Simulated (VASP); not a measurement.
# Ta (Im-3m) in VASP: further runs

Ta is run at these levels: PBE+D3(BJ); tasks: single point.

All numbers are computed with VASP 6.6.1; they aren't measurements. Logs are shortened: lines on timing, memory, paths and dates and some standing lists are left out, and cuts for length are marked.

## Step 1: The cell of the first run

The structure is cubic, space group Im-3m (No. 229). Conventional cell: a = 3.277 Å, b = 3.277 Å, c = 3.277 Å, α = 90.00°, β = 90.00°, γ = 90.00°. Within 3.7 Å of Ta (site symmetry m-3m) lie 14 Ta at 2.84 to 3.28 Å.

## Step 2: Single point, PBE+D3(BJ)

INCAR

```
SYSTEM = Ta
ALGO     = Normal         ! electronic algorithm
EDIFF    = 1E-6           ! SCF threshold, eV
ENCUT    = 500            ! plane-wave cutoff, eV
GGA      = PE             ! functional
GGA_COMPAT= .False.      
ISIF     = 2              ! what is computed and relaxed
ISMEAR   = 1              ! smearing method
IVDW     = 12             ! dispersion correction
LASPH    = .True.         ! aspherical terms in the spheres
LCHARG   = .False.        ! write CHGCAR
LREAL    = .False.        ! projectors in reciprocal space
LWAVE    = .False.        ! write WAVECAR
NBANDS   = 12             ! bands
NELM     = 120            ! most SCF steps
PREC     = Accurate       ! precision mode
SIGMA    = 0.1            ! smearing width, eV
```

KPOINTS

```
Automatic mesh
0
Gamma
  8 8 8
  0.5 0.5 0.5
```

POSCAR

```
Ta
1.0
   -1.6383201009      1.6383201009      1.6383201009
    1.6383201009     -1.6383201009      1.6383201009
    1.6383201009      1.6383201009     -1.6383201009
Ta
1
Direct
    0.0000000000      0.0000000000      0.0000000000
```

Potentials or basis: VASP PAW PBE potentials, release 64 (Ta_pv).

On the command line:

```bash
$ cat potpaw_PBE.64/Ta_pv/POTCAR > POTCAR
$ mpirun -np 1 vasp_std > vasp.out
```

OUTCAR:

```text
SYSTEM = Ta
   EDIFF = 1E-6
   ENCUT = 500
   GGA = PE
   ISIF = 2
   ISMEAR = 1
   IVDW = 12
   LASPH = .True.
   LREAL = .False.
   NELM = 120
   PREC = Accurate
 IVDW          = 12

 ion  position               nearest neighbor table
   1  0.000  0.000  0.000-

  LATTYP: Found a body centered cubic cell.
 ALAT       =     3.2766402018

  Lattice vectors:

 A1 = (  -1.6383201009,   1.6383201009,   1.6383201009)
 A2 = (   1.6383201009,  -1.6383201009,   1.6383201009)
 A3 = (   1.6383201009,   1.6383201009,  -1.6383201009)

Analysis of symmetry for initial positions (statically):
=====================================================================
 Subroutine PRICEL returns:
 Original cell was already a primitive cell.

 Routine SETGRP: Setting up the symmetry group for a
 body centered cubic supercell.

 Subroutine GETGRP returns: Found 48 space group operations
 (whereof 48 operations were pure point group operations)
 out of a pool of 48 trial point group operations.

The static configuration has the point symmetry O_h .

Analysis of symmetry for dynamics (positions and initial velocities):
=====================================================================
 Subroutine PRICEL returns:
 Original cell was already a primitive cell.

 Routine SETGRP: Setting up the symmetry group for a
 body centered cubic supercell.

 Subroutine GETGRP returns: Found 48 space group operations
 (whereof 48 operations were pure point group operations)
 out of a pool of 48 trial point group operations.

The dynamic configuration has the point symmetry O_h .

 Subroutine INISYM returns: Found 48 space group operations
 (whereof 48 operations are pure point group operations),
 and found     1 'primitive' translations

----------------------------------------------------------------------------------------

                                     Primitive cell

  volume of cell :      17.5896

  direct lattice vectors                    reciprocal lattice vectors
    -1.638320101  1.638320101  1.638320101     0.000000000  0.305190664  0.305190664
     1.638320101 -1.638320101  1.638320101     0.305190664  0.000000000  0.305190664
     1.638320101  1.638320101 -1.638320101     0.305190664  0.305190664  0.000000000

  length of vectors
     2.837653654  2.837653654  2.837653654     0.431604777  0.431604777  0.431604777

  position of ions in fractional coordinates (direct lattice)
     0.000000000  0.000000000  0.000000000

  ion indices of the primitive-cell ions
   primitive index   ion index
                 1           1

----------------------------------------------------------------------------------------

 KPOINTS: Automatic mesh

Automatic generation of k-mesh.
 Grid dimensions read from file:
 generate k-points for:    8    8    8

 Generating k-lattice:

  Cartesian coordinates                     Fractional coordinates (reciprocal lattice)
     0.000000000  0.038148833  0.038148833     0.125000000  0.000000000  0.000000000
     0.038148833  0.000000000  0.038148833     0.000000000  0.125000000  0.000000000
     0.038148833  0.038148833  0.000000000     0.000000000  0.000000000  0.125000000

  Length of vectors
     0.053950597  0.053950597  0.053950597

  Shift w.r.t. Gamma in fractional coordinates (k-lattice)
     0.500000000  0.500000000  0.500000000

 Subroutine IBZKPT returns following result:
 ===========================================

 Found     26 irreducible k-points:

 Following reciprocal coordinates:
            Coordinates               Weight
  0.062500  0.062500  0.062500      8.000000
  0.187500  0.062500  0.062500     24.000000
  0.312500  0.062500  0.062500     24.000000
  0.437500  0.062500  0.062500     12.000000
 -0.062500  0.062500  0.062500      6.000000
  0.187500  0.187500  0.062500     24.000000
[... 16 lines left out ...]
 -0.312500  0.312500  0.312500      6.000000
 -0.437500  0.437500  0.312500     24.000000
 [... further k-points ...]
   k-points           NKPTS =     26   k-points in BZ     NKDIM =     26   number of bands    NBANDS=     12
   number of dos      NEDOS =    301   number of ions     NIONS =      1
   total plane-waves  NPLWV =  13824
   dimension x,y,z NGX =    24 NGY =   24 NGZ =   24
   dimension x,y,z NGXF=    48 NGYF=   48 NGZF=   48
   ions per type =               1
   NGX,Y,Z   is equivalent  to a cutoff of  14.06, 14.06, 14.06 a.u.
   NGXF,Y,Z  is equivalent  to a cutoff of  28.12, 28.12, 28.12 a.u.
 SYSTEM =  Ta
   PREC   = accura    normal or accurate (medium, high low for compatibility)
   ISTART =      0    job   : 0-new  1-cont  2-samecut
   ICHARG =      2    charge: 1-file 2-atom 10-const
   ISPIN  =      1    spin polarized calculation?
   LNONCOLLINEAR =      F non collinear calculations
   LSORBIT =      F    spin-orbit coupling
   LASPH  =      T    aspherical Exc in radial PAW
   ENCUT  =  500.0 eV  36.75 Ry    6.06 a.u.   5.17  5.17  5.17*2*pi/ulx,y,z
   NELM   =    120;   NELMIN=  2; NELMDL= -5     # of ELM steps
   EDIFF  = 0.1E-05   stopping-criterion for ELM
   LREAL  =      F    real-space projection
   EDIFFG = 0.1E-04   stopping-criterion for IOM
   NSW    =      0    number of steps for IOM
   IBRION =     -1    ionic relax: 0-MD 1-quasi-New 2-CG
   NFREE  =      0    steps in history (QN), initial steepest desc. (CG)
   ISIF   =      2    stress and relaxation
   ISYM   =      2    0-nonsym 1-usesym 2-fastsym
   POTIM  = 0.5000    time-step for ionic-motion
   TEBEG  =    0.0;   TEEND  =   0.0 temperature during run
   PSTRESS=    0.0 pullay stress
   NELECT =      11.0000    total number of electrons
   NUPDOWN=      -1.0000    fix difference up-down
   EMIN   =  10.00;   EMAX   =-10.00  energy-range for DOS
   EFERMI =   0.00;   METHOD = LEGACY
   ISMEAR =     1;   SIGMA  =   0.10  broadening in eV -4-tet -1-fermi 0-gaus
   EFERMI_NEDOS =   21; number of points for ismear=-14 and -15
   IALGO  =     38    algorithm
   IMIX   =      4    mixing-type and parameters
     AMIX     =   0.40;   BMIX     =  1.00
     AMIX_MAG =   1.60;   BMIX_MAG =  1.00
  volume/ion in A,a.u.               =      17.59       118.70
  Fermi-wavevector in a.u.,A,eV,Ry     =   1.399975  2.645569 26.666469  1.959930
  Thomas-Fermi vector in A             =   2.522981
   LORBIT       =      0    0 simple, 1 ext, 2 COOP (PROOUT), +10 PAW based schemes
   GGA     = PE    functional components
   LHFCALC =     F    Hartree Fock is set to
   AEXX    =    0.0000 exact exchange contribution
   IVDW    =    12    specifies the selected vdW correction
   LEPSILON=     F    determine dielectric tensor
   LRPA    =     F    only Hartree local field effects (RPA)
 non-spin polarized calculation
 Methfessel and Paxton  Order N= 1 SIGMA  =   0.10
  energy-cutoff  :      500.00
  volume of cell :       17.59
 maximum number of plane-waves:       454
 NGX is ok and might be reduce to    24
   NGX = 11   NGY = 11   NGZ = 11

 number of electron      11.0000002 magnetization

 Free energy of the ion-electron system (eV)
  ---------------------------------------------------
  ext. energy  EPLUGINS =         0.00000000
  ---------------------------------------------------
  free energy    TOTEN  =       -11.76248406 eV

  energy without entropy =      -11.75925318  energy(sigma->0) =      -11.76140710

 E-fermi :   5.6696     XC(G=0): -12.7443

 val. band max:        5.4984137731   @ k =  -0.1875   0.3125   0.0625
 cond. band min:       5.6840967989   @ k =  -0.4375  -0.4375   0.0625
 fundamental gap:      0.1856830258
 Fermi energy:         5.6696366980

 k-point     1 :       0.0625    0.0625    0.0625
  band No.  band energies     occupation
      1     -27.6297      2.00000
      2     -27.3560      2.00000
      3     -27.3560      2.00000
      4      -1.3051      2.00000
      5       5.8302     -0.04561
      6       5.8302     -0.04561
      7       7.6475     -0.00000
      8       9.4741      0.00000
      9       9.4741      0.00000
     10      20.4225      0.00000
     11      21.4577      0.00000
     12      22.7288      0.00000

 k-point     2 :       0.1875    0.0625    0.0625
  band No.  band energies     occupation
      1     -28.0362      2.00000
      2     -27.5115      2.00000
      3     -27.3646      2.00000
      4       0.3235      2.00000
      5       4.9276      2.00000
      6       5.1725      2.00000
      7       9.2968      0.00000
      8       9.8235      0.00000
      9       9.9585      0.00000
     10      20.4189      0.00000
     11      21.4898      0.00000
     12      22.6963      0.00000

 k-point     3 :       0.3125    0.0625    0.0625
  band No.  band energies     occupation
      1     -28.3971      2.00000
      2     -27.6884      2.00000
      3     -27.3734      2.00000
      4       1.4761      2.00000
      5       4.2535      2.00000
      6       5.6991      0.52467
      7       9.7485      0.00000
      8      10.4564      0.00000
      9      12.6006      0.00000
     10      19.0184      0.00000
     11      19.2247      0.00000
     12      20.4384      0.00000

 k-point     4 :       0.4375    0.0625    0.0625
  band No.  band energies     occupation
      1     -28.5389      2.00000
      2     -27.7628      2.00000
      3     -27.3771      2.00000
      4       1.5611      2.00000
      5       4.0120      2.00000
      6       6.9427     -0.00000
      7       9.8084      0.00000
      8      10.7380      0.00000
      9      14.2918      0.00000
     10      17.0485      0.00000
     11      18.1708      0.00000
     12      20.4313      0.00000

 k-point     5 :      -0.0625    0.0625    0.0625
  band No.  band energies     occupation
      1     -27.3926      2.00000
      2     -27.3524      2.00000
      3     -27.3524      2.00000
      4      -1.9677      2.00000
      5       6.3541     -0.00000
      6       6.3541     -0.00000
      7       6.5724     -0.00000
      8       9.1661      0.00000
      9       9.9675      0.00000
     10      20.4229      0.00000
     11      21.4290      0.00000
     12      21.4290      0.00000
[... 228 lines left out ...]
      1     -28.3018      2.00000
      2     -27.9643      2.00000
      3     -27.6863      2.00000
      4       3.0070      2.00000
      5       3.5790      2.00000
      6       6.0968     -0.00000
      7       8.3684      0.00000
      8      10.5130      0.00000
      9      12.9003      0.00000
     10      18.9964      0.00000
     11      20.4321      0.00000
     12      21.9701      0.00000

 k-point    22 :      -0.4375   -0.4375    0.1875
  band No.  band energies     occupation
      1     -28.3554      2.00000
      2     -28.0826      2.00000
      3     -27.6838      2.00000
      4       2.9992      2.00000
      5       3.7815      2.00000
      6       5.4339      2.00428
      7       8.9204      0.00000
      8      11.6167      0.00000
      9      15.7526      0.00000
     10      16.2618      0.00000
     11      19.5020      0.00000
     12      20.4274      0.00000

 k-point    23 :      -0.3125    0.3125    0.3125
  band No.  band energies     occupation
      1     -28.1358      2.00000
      2     -27.9226      2.00000
      3     -27.9226      2.00000
      4       2.8165      2.00000
      5       3.4134      2.00000
      6       7.8910      0.00000
      7       7.8910      0.00000
      8      10.1567      0.00000
      9      10.6915      0.00000
     10      20.4174      0.00000
     11      21.7897      0.00000
     12      22.6705      0.00000

 k-point    24 :      -0.4375    0.4375    0.3125
  band No.  band energies     occupation
      1     -28.2922      2.00000
      2     -28.0420      2.00000
      3     -27.9486      2.00000
      4       2.5858      2.00000
      5       2.8965      2.00000
      6       8.2390      0.00000
      7       8.3500      0.00000
      8      12.3582      0.00000
      9      12.9234      0.00000
     10      18.0846      0.00000
     11      19.4770      0.00000
     12      20.4247      0.00000

 [... further k-points ...]

------------------------ aborting loop because EDIFF is reached ----------------------------------------

 Edisp (eV)   -0.67890

 E8    (eV) :    -0.3556

  FORCE on cell =-STRESS in cart. coord.  units (eV):
  Direction    XX          YY          ZZ          XY          YZ          ZX
  --------------------------------------------------------------------------------------
  -------------------------------------------------------------------------------------
  Total       0.42171     0.42171     0.42171    -0.00000     0.00000     0.00000
  in kB      38.41252    38.41252    38.41252    -0.00000     0.00000     0.00000
  external pressure =       38.41 kB  Pullay stress =        0.00 kB

 VOLUME and BASIS-vectors are now :
 -----------------------------------------------------------------------------
  energy-cutoff  :      500.00
  volume of cell :       17.59
      direct lattice vectors                 reciprocal lattice vectors
    -1.638320101  1.638320101  1.638320101     0.000000000  0.305190664  0.305190664
     1.638320101 -1.638320101  1.638320101     0.305190664  0.000000000  0.305190664
     1.638320101  1.638320101 -1.638320101     0.305190664  0.305190664  0.000000000

 POSITION                                       TOTAL-FORCE (eV/Angst)
 -----------------------------------------------------------------------------------
      0.00000      0.00000      0.00000         0.000000      0.000000      0.000000
 -----------------------------------------------------------------------------------
    total drift:                               -0.000000      0.000000      0.000000

  FREE ENERGIE OF THE ION-ELECTRON SYSTEM (eV)
  ---------------------------------------------------
  free  energy   TOTEN  =       -12.4413865217 eV

  energy  without entropy=      -12.4381556491  energy(sigma->0) =      -12.44030956
```

Wall time 7.3 s (1 thread of AMD EPYC 7R13 (Zen 3), shared host); peak memory 0.12 GiB.

What came out:

```yaml
Free_energy: -12.4414 eV
Pressure: 3.8 GPa
Dispersion_energy_per_atom: -0.679 eV
```

Levels at points of the mesh, in eV from the Fermi level:
```
           k point  band 1  band 2  band 3  band 4  band 5  band 6  band 7  band 8  band 9  band 10
(0.06, 0.06, 0.06)  -33.30  -33.03  -33.03   -6.97    0.16    0.16    1.98    3.80    3.80    14.75
```

Caveat: three body term missing; spin-orbit coupling is left out, which moves the levels of the heavy elements; pairwise dispersion overbinds metals, which lowers pressure and volume.

## Step 3: Single point, PBE+D3(BJ)

This run uses another cell than the first one, of 17.20 Å³/atom, 0.978 times its volume.

INCAR

```
PREC = Accurate
ENCUT = 500
EDIFF = 1E-6
ISMEAR = 1
SIGMA = 0.1
LREAL = F
LASPH = T
NELM = 120
ALGO = Normal
ISIF = 2
LWAVE = F
LCHARG = F
GGA = PE
IVDW = 12
NBANDS = 12
GGA_COMPAT = F
```

KPOINTS is that of step 2.

POSCAR

```
Ta
1.0
   -1.6261382023      1.6261382023      1.6261382023
    1.6261382023     -1.6261382023      1.6261382023
    1.6261382023      1.6261382023     -1.6261382023
Ta
1
Direct
    0.0000000000      0.0000000000      0.0000000000
```

Potentials or basis: VASP PAW PBE potentials, release 64 (Ta_pv).

On the command line:

```bash
$ cat potpaw_PBE.64/Ta_pv/POTCAR > POTCAR
$ mpirun -np 1 vasp_std > vasp.out
```

Wall time 7.2 s (1 thread of AMD EPYC 7R13 (Zen 3), shared host); peak memory 0.12 GiB.

The run converged. Its results:

| Property | Result |
| --- | --- |
| Free energy | -12.4263 eV |
| Pressure | 8.5 GPa |
| Dispersion energy per atom | -0.695 eV |

Levels at points of the mesh, in eV from the Fermi level:
```tsv
k point	band 1	band 2	band 3	band 4	band 5	band 6	band 7	band 8	band 9	band 10
(0.06, 0.06, 0.06)	-33.23	-32.93	-32.93	-7.04	0.14	0.14	2.02	3.87	3.87	14.84
```

Caveat: three body term missing; spin-orbit coupling is left out, which moves the levels of the heavy elements; pairwise dispersion overbinds metals, which lowers pressure and volume.
